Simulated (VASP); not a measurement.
# LiBr (Fm-3m) in VASP: notebook

LiBr is run at these levels: r2SCAN; tasks: single point, relaxation of cell and atoms.

Everything below comes from runs of VASP 6.6.1. Logs are shortened: lines on timing, memory, paths and dates and some standing lists are left out, and cuts for length are marked.

### 1 The cell of the first run

Symmetry: Fm-3m, No. 225, cubic system. Conventional cell: a = 5.480 Å, b = 5.480 Å, c = 5.480 Å, α = 90.00°, β = 90.00°, γ = 90.00°. Within 3.6 Å of Li (site symmetry m-3m) lie 6 Br at 2.74 Å. Br (site symmetry m-3m) has 6 Li at 2.74 Å within 3.6 Å.

### 2 Single point, r2SCAN

Input file POSCAR:

```
LiBr
1.0
    0.0000000000      2.7399186162      2.7399186162
    2.7399186162      0.0000000000      2.7399186162
    2.7399186162      2.7399186162      0.0000000000
Li Br
1 1
Direct
    0.0000000000      0.0000000000      0.0000000000
    0.5000000000      0.5000000000      0.5000000000
```

Input file INCAR.step1:

```
PREC = Accurate ; ENCUT = 830
ISMEAR = 0 ; SIGMA = 0.02
LREAL = F ; LASPH = T
NELM = 120 ; NBANDS = 12
GGA = PE ; ALGO = Normal
EDIFF = 1E-5 ; LWAVE = T
LCHARG = F ; GGA_COMPAT = F
```

Input file INCAR.step2:

```
PREC = Accurate ; ENCUT = 830
EDIFF = 1E-6 ; ISMEAR = 0
SIGMA = 0.02 ; LREAL = F
LASPH = T ; NELM = 120
ALGO = Normal ; ISIF = 2
LWAVE = F ; LCHARG = F
METAGGA = R2SCAN ; LMIXTAU = T
NBANDS = 12 ; ISTART = 1
GGA_COMPAT = F
```

Input file KPOINTS:

```
Automatic mesh
0
Gamma
  8 8 8
```

Potentials or basis: VASP PAW PBE potentials, release 64 (Li_sv, Br).

Command:

```console
> cat potpaw_PBE.64/Li_sv/POTCAR potpaw_PBE.64/Br/POTCAR > POTCAR
> cp INCAR.step1 INCAR
> mpirun -np 1 vasp_std > vasp.out
> cp INCAR.step2 INCAR
> mpirun -np 1 vasp_std > vasp.out
```

OUTCAR:

```text
PREC = Accurate
   ENCUT = 830
   EDIFF = 1E-6
   ISMEAR = 0
   LREAL = F
   LASPH = T
   NELM = 120
   ISIF = 2
   METAGGA = R2SCAN
   ISTART = 1

 ion  position               nearest neighbor table
   1  0.000  0.000  0.000-
   2  0.500  0.500  0.500-

  LATTYP: Found a face centered cubic cell.
 ALAT       =     5.4798372324

  Lattice vectors:

 A1 = (   0.0000000000,   2.7399186162,   2.7399186162)
 A2 = (   2.7399186162,   0.0000000000,   2.7399186162)
 A3 = (   2.7399186162,   2.7399186162,   0.0000000000)

Analysis of symmetry for initial positions (statically):
=====================================================================
 Subroutine PRICEL returns:
 Original cell was already a primitive cell.

 Routine SETGRP: Setting up the symmetry group for a
 face centered cubic supercell.

 Subroutine GETGRP returns: Found 48 space group operations
 (whereof 48 operations were pure point group operations)
 out of a pool of 48 trial point group operations.

The static configuration has the point symmetry O_h .

Analysis of symmetry for dynamics (positions and initial velocities):
=====================================================================
 Subroutine PRICEL returns:
 Original cell was already a primitive cell.

 Routine SETGRP: Setting up the symmetry group for a
 face centered cubic supercell.

 Subroutine GETGRP returns: Found 48 space group operations
 (whereof 48 operations were pure point group operations)
 out of a pool of 48 trial point group operations.

The dynamic configuration has the point symmetry O_h .

 Subroutine INISYM returns: Found 48 space group operations
 (whereof 48 operations are pure point group operations),
 and found     1 'primitive' translations

----------------------------------------------------------------------------------------

                                     Primitive cell

  volume of cell :      41.1380

  direct lattice vectors                    reciprocal lattice vectors
     0.000000000  2.739918616  2.739918616    -0.182487172  0.182487172  0.182487172
     2.739918616  0.000000000  2.739918616     0.182487172 -0.182487172  0.182487172
     2.739918616  2.739918616  0.000000000     0.182487172  0.182487172 -0.182487172

  length of vectors
     3.874830067  3.874830067  3.874830067     0.316077054  0.316077054  0.316077054

  position of ions in fractional coordinates (direct lattice)
     0.000000000  0.000000000  0.000000000
     0.500000000  0.500000000  0.500000000

  ion indices of the primitive-cell ions
   primitive index   ion index
                 1           1
                 2           2

----------------------------------------------------------------------------------------

 KPOINTS: Automatic mesh

Automatic generation of k-mesh.
 Grid dimensions read from file:
 generate k-points for:    8    8    8

 Generating k-lattice:

  Cartesian coordinates                     Fractional coordinates (reciprocal lattice)
    -0.022810897  0.022810897  0.022810897     0.125000000  0.000000000  0.000000000
     0.022810897 -0.022810897  0.022810897     0.000000000  0.125000000  0.000000000
     0.022810897  0.022810897 -0.022810897     0.000000000  0.000000000  0.125000000

  Length of vectors
     0.039509632  0.039509632  0.039509632

  Shift w.r.t. Gamma in fractional coordinates (k-lattice)
     0.000000000  0.000000000  0.000000000

 Subroutine IBZKPT returns following result:
 ===========================================

 Found     29 irreducible k-points:

 Following reciprocal coordinates:
            Coordinates               Weight
  0.000000  0.000000  0.000000      1.000000
  0.125000  0.000000  0.000000      8.000000
  0.250000  0.000000  0.000000      8.000000
  0.375000  0.000000  0.000000      8.000000
  0.500000  0.000000  0.000000      4.000000
  0.125000  0.125000  0.000000      6.000000
[... 16 lines left out ...]
  0.500000  0.250000  0.125000     48.000000
 -0.375000  0.250000  0.125000     24.000000
 [... further k-points ...]
   k-points           NKPTS =     29   k-points in BZ     NKDIM =     29   number of bands    NBANDS=     12
   number of dos      NEDOS =    301   number of ions     NIONS =      2
   total plane-waves  NPLWV =  46656
   dimension x,y,z NGX =    36 NGY =   36 NGZ =   36
   dimension x,y,z NGXF=    72 NGYF=   72 NGZF=   72
   ions per type =               1   1
   NGX,Y,Z   is equivalent  to a cutoff of  15.45, 15.45, 15.45 a.u.
   NGXF,Y,Z  is equivalent  to a cutoff of  30.89, 30.89, 30.89 a.u.
 SYSTEM =  unknown system
   PREC   = accura    normal or accurate (medium, high low for compatibility)
   ISTART =      1    job   : 0-new  1-cont  2-samecut
   ICHARG =      0    charge: 1-file 2-atom 10-const
   ISPIN  =      1    spin polarized calculation?
   LNONCOLLINEAR =      F non collinear calculations
   LSORBIT =      F    spin-orbit coupling
   LASPH  =      T    aspherical Exc in radial PAW
   ENCUT  =  830.0 eV  61.00 Ry    7.81 a.u.   9.10  9.10  9.10*2*pi/ulx,y,z
   NELM   =    120;   NELMIN=  2; NELMDL=  0     # of ELM steps
   EDIFF  = 0.1E-05   stopping-criterion for ELM
   LREAL  =      F    real-space projection
   EDIFFG = 0.1E-04   stopping-criterion for IOM
   NSW    =      0    number of steps for IOM
   IBRION =     -1    ionic relax: 0-MD 1-quasi-New 2-CG
   NFREE  =      0    steps in history (QN), initial steepest desc. (CG)
   ISIF   =      2    stress and relaxation
   ISYM   =      2    0-nonsym 1-usesym 2-fastsym
   POTIM  = 0.5000    time-step for ionic-motion
   TEBEG  =    0.0;   TEEND  =   0.0 temperature during run
   PSTRESS=    0.0 pullay stress
   NELECT =      10.0000    total number of electrons
   NUPDOWN=      -1.0000    fix difference up-down
   EMIN   =  10.00;   EMAX   =-10.00  energy-range for DOS
   EFERMI =   0.00;   METHOD = LEGACY
   ISMEAR =     0;   SIGMA  =   0.02  broadening in eV -4-tet -1-fermi 0-gaus
   EFERMI_NEDOS =   21; number of points for ismear=-14 and -15
   IALGO  =     38    algorithm
   IMIX   =      4    mixing-type and parameters
     AMIX     =   0.40;   BMIX     =  1.00
     AMIX_MAG =   1.60;   BMIX_MAG =  1.00
  volume/ion in A,a.u.               =      20.57       138.81
  Fermi-wavevector in a.u.,A,eV,Ry     =   1.021709  1.930750 14.202973  1.043889
  Thomas-Fermi vector in A             =   2.155348
   LORBIT       =      0    0 simple, 1 ext, 2 COOP (PROOUT), +10 PAW based schemes
   METAGGA = R2SCAN    functional components
   LHFCALC =     F    Hartree Fock is set to
   AEXX    =    0.0000 exact exchange contribution
   IVDW    =     0    specifies the selected vdW correction
   LEPSILON=     F    determine dielectric tensor
   LRPA    =     F    only Hartree local field effects (RPA)
 non-spin polarized calculation
 Gauss-broadening in eV      SIGMA  =   0.02
  energy-cutoff  :      830.00
  volume of cell :       41.14
 maximum number of plane-waves:      2252
   NGX = 19   NGY = 19   NGZ = 19

 number of electron      10.0000001 magnetization

 Free energy of the ion-electron system (eV)
  ---------------------------------------------------
  ext. energy  EPLUGINS =         0.00000000
  ---------------------------------------------------
  free energy    TOTEN  =       -19.15119057 eV

  energy without entropy =      -19.15119057  energy(sigma->0) =      -19.15119057

 E-fermi :   0.1868     XC(G=0):  -8.8494

 val. band max:        0.0126577361   @ k =   0.0000   0.0000   0.0000
 cond. band min:       5.9406636851   @ k =   0.0000   0.0000   0.0000
 fundamental gap:      5.9280059491
 Fermi energy:         0.1868152210

 k-point     1 :       0.0000    0.0000    0.0000
  band No.  band energies     occupation
      1     -45.7067      2.00000
      2     -13.9281      2.00000
      3       0.0127      2.00000
      4       0.0127      2.00000
      5       0.0127      2.00000
      6       5.9407      0.00000
      7      11.2383      0.00000
      8      11.2383      0.00000
      9      11.2383      0.00000
     10      13.5115      0.00000
     11      13.5115      0.00000
     12      13.5115      0.00000

 k-point     2 :       0.1250    0.0000    0.0000
  band No.  band energies     occupation
      1     -45.7065      2.00000
      2     -13.8602      2.00000
      3      -0.5628      2.00000
      4      -0.0328      2.00000
      5      -0.0328      2.00000
      6       6.4474      0.00000
      7      10.5477      0.00000
      8      11.1529      0.00000
      9      11.1529      0.00000
     10      12.3012      0.00000
     11      12.3012      0.00000
     12      13.8471      0.00000

 k-point     3 :       0.2500    0.0000    0.0000
  band No.  band energies     occupation
      1     -45.7062      2.00000
      2     -13.6882      2.00000
      3      -1.6733      2.00000
      4      -0.1366      2.00000
      5      -0.1366      2.00000
      6       6.8642      0.00000
      7      10.0381      0.00000
      8      10.0381      0.00000
      9      10.6660      0.00000
     10      13.1944      0.00000
     11      13.1944      0.00000
     12      14.2226      0.00000

 k-point     4 :       0.3750    0.0000    0.0000
  band No.  band energies     occupation
      1     -45.7058      2.00000
      2     -13.5031      2.00000
      3      -2.5842      2.00000
      4      -0.2327      2.00000
      5      -0.2327      2.00000
      6       6.5830      0.00000
      7       9.1911      0.00000
      8       9.1911      0.00000
      9      12.1589      0.00000
     10      14.6751      0.00000
     11      15.0181      0.00000
     12      15.0181      0.00000

 k-point     5 :       0.5000    0.0000    0.0000
  band No.  band energies     occupation
      1     -45.7057      2.00000
      2     -13.4219      2.00000
      3      -2.9280      2.00000
      4      -0.2705      2.00000
      5      -0.2705      2.00000
      6       6.4083      0.00000
      7       8.8996      0.00000
      8       8.8996      0.00000
      9      13.1130      0.00000
     10      15.1848      0.00000
     11      16.6780      0.00000
     12      16.6780      0.00000
[... 228 lines left out ...]
      1     -45.7053      2.00000
      2     -13.2153      2.00000
      3      -2.9454      2.00000
      4      -1.1617      2.00000
      5      -1.1617      2.00000
      6       7.1202      0.00000
      7       7.7392      0.00000
      8      12.8305      0.00000
      9      13.7429      0.00000
     10      13.7429      0.00000
     11      16.5528      0.00000
     12      18.4091      0.00000

 k-point    22 :       0.3750    0.2500    0.1250
  band No.  band energies     occupation
      1     -45.7059      2.00000
      2     -13.5497      2.00000
      3      -1.8809      2.00000
      4      -0.9071      2.00000
      5      -0.3522      2.00000
      6       8.1532      0.00000
      7       9.0027      0.00000
      8       9.3301      0.00000
      9      11.1911      0.00000
     10      12.4888      0.00000
     11      15.9125      0.00000
     12      15.9291      0.00000

 k-point    23 :       0.5000    0.2500    0.1250
  band No.  band energies     occupation
      1     -45.7056      2.00000
      2     -13.3921      2.00000
      3      -2.4119      2.00000
      4      -1.2632      2.00000
      5      -0.5218      2.00000
      6       8.0475      0.00000
      7       8.7633      0.00000
      8       9.9684      0.00000
      9      11.0429      0.00000
     10      13.7705      0.00000
     11      16.5501      0.00000
     12      16.9355      0.00000

 k-point    24 :      -0.3750    0.2500    0.1250
  band No.  band energies     occupation
      1     -45.7055      2.00000
      2     -13.3238      2.00000
      3      -2.6426      2.00000
      4      -1.3595      2.00000
      5      -0.6183      2.00000
      6       7.8727      0.00000
      7       8.7200      0.00000
      8      10.0920      0.00000
      9      11.7005      0.00000
     10      14.5713      0.00000
     11      15.2091      0.00000
     12      17.5985      0.00000

 [... further k-points ...]

------------------------ aborting loop because EDIFF is reached ----------------------------------------

  FORCE on cell =-STRESS in cart. coord.  units (eV):
  Direction    XX          YY          ZZ          XY          YZ          ZX
  --------------------------------------------------------------------------------------
  -------------------------------------------------------------------------------------
  Total       -0.1035386     -0.1035386     -0.1035386      0.0000000      0.0000000      0.0000000
  in kB       -4.0324595     -4.0324595     -4.0324595      0.0000000      0.0000000      0.0000000
  external PRESSURE =      -4.0324595 kB  Pullay stress =       0.0000000 kB

 VOLUME and BASIS-vectors are now :
 -----------------------------------------------------------------------------
  energy-cutoff  :      830.00
  volume of cell :       41.14
      direct lattice vectors                 reciprocal lattice vectors
     0.000000000  2.739918616  2.739918616    -0.182487172  0.182487172  0.182487172
     2.739918616  0.000000000  2.739918616     0.182487172 -0.182487172  0.182487172
     2.739918616  2.739918616  0.000000000     0.182487172  0.182487172 -0.182487172

 POSITION                                       TOTAL-FORCE (eV/Angst)
 -----------------------------------------------------------------------------------
      0.00000      0.00000      0.00000         0.000000     -0.000000     -0.000000
      2.73992      2.73992      2.73992        -0.000000      0.000000      0.000000
 -----------------------------------------------------------------------------------
    total drift:                                0.000000      0.000000      0.000000

  FREE ENERGIE OF THE ION-ELECTRON SYSTEM (eV)
  ---------------------------------------------------
  free  energy   TOTEN  =       -19.1511905691 eV

  energy  without entropy=      -19.1511905691  energy(sigma->0) =      -19.15119057
```

Wall time 3 min (1 thread of AMD EPYC 7R13, shared host); peak memory 0.2 GiB.

Results:

| Item | Value |
| --- | --- |
| Free energy | -19.1512 eV |
| Pressure | -0.4 GPa |
| Band gap on the k mesh | 5.93 eV |

Caveat: the PAW data sets were made with another functional, which shifts forces and pressure a little.

### 3 Relaxation of cell and atoms, r2SCAN

This run uses another cell than the first one, of 20.67 Å³/atom.

Input file POSCAR:

```
LiBr
1.0
    0.0000000000      2.7445000000      2.7445000000
    2.7445000000      0.0000000000      2.7445000000
    2.7445000000      2.7445000000      0.0000000000
Li Br
1 1
Direct
    0.0000000000      0.0000000000      0.0000000000
    0.5000000000      0.5000000000      0.5000000000
```

Input file INCAR.step1:

```
SYSTEM = LiBr
PREC = Accurate
ENCUT = 830
ISMEAR = 0
SIGMA = 0.02
LREAL = .FALSE.
LASPH = .TRUE.
NELM = 120
GGA = PE
ALGO = Normal
EDIFF = 1E-5
LWAVE = .TRUE.
LCHARG = .FALSE.
GGA_COMPAT = .FALSE.
IBRION = 2
ISIF = 3
EDIFFG = -0.005
NELMIN = 4
NSW = 100
```

Input file INCAR.step2:

```
SYSTEM = LiBr
PREC = Accurate
ENCUT = 830
EDIFF = 1E-7
ISMEAR = 0
SIGMA = 0.02
LREAL = .FALSE.
LASPH = .TRUE.
NELM = 120
ALGO = Normal
ISIF = 3
LWAVE = .FALSE.
LCHARG = .FALSE.
METAGGA = R2SCAN
LMIXTAU = .TRUE.
IBRION = 2
NSW = 100
EDIFFG = -0.005
ISTART = 1
GGA_COMPAT = .FALSE.
NELMIN = 4
```

Input file KPOINTS:

```
Automatic mesh
0
G
  8 8 8
  0 0 0
```

Potentials or basis: VASP PAW PBE potentials, release 64 (Li_sv, Br).

Command:

```console
> cat potpaw_PBE.64/Li_sv/POTCAR potpaw_PBE.64/Br/POTCAR > POTCAR
> cp INCAR.step1 INCAR
> mpirun -np 1 vasp_std > vasp.out
> cp INCAR.step2 INCAR
> mpirun -np 1 vasp_std > vasp.out
```

Run time: 11 min. Hardware: 1 thread of AMD EPYC 7R13, shared host; peak memory 0.22 GiB.

It converged, with:

```
Free energy                           : -19.1523 eV
Relaxed volume                        : 20.26 Å³/atom
Relaxed cell                          : a = 3.856 Å, b = 3.856 Å, c = 3.856 Å, α = 60.00°, β = 60.00°, γ = 60.00°
Space group after relaxing (to 0.1 Å) : Fm-3m (No. 225)
Energy gained by relaxing             : 0.9 meV/atom
Ionic steps                           : 4
Pressure after relaxing               : 0.0 GPa
Band gap on the k mesh                : 6.01 eV
```

The path:
```
step  energy change (eV)  largest force (eV/Å)  pressure (GPa)  volume (Å³)
   1              0.0000                0.0000           -0.52        41.34
   2             -0.0012                0.0000           -0.29        40.94
   3             -0.0015                0.0000           -0.20        40.80
   4             -0.0018                0.0000           -0.02        40.53
```

Final structure:
```
Li Br
1.0
     0.00000    2.72629    2.72629
     2.72629    0.00000    2.72629
     2.72629    2.72629    0.00000
Li Br
1 1
Direct
  0.00000 0.00000 0.00000
  0.50000 0.50000 0.50000
```

Levels at points of the mesh, in eV from the valence-band top:
```
           k point  band 2  band 3  band 4  band 5  band 6  band 7  band 8  band 9
(0.00, 0.00, 0.00)  -13.99    0.00    0.00    0.00    6.01   11.24   11.24   11.24
(0.50, 0.00, 0.00)  -13.47   -3.01   -0.29   -0.29    6.41    8.89    8.89   13.27
(0.50, 0.50, 0.00)  -13.25   -3.03   -1.21   -1.21    7.13    7.70   12.95   13.84
```

Caveat: the PAW data sets were made with another functional, which shifts forces and pressure a little.
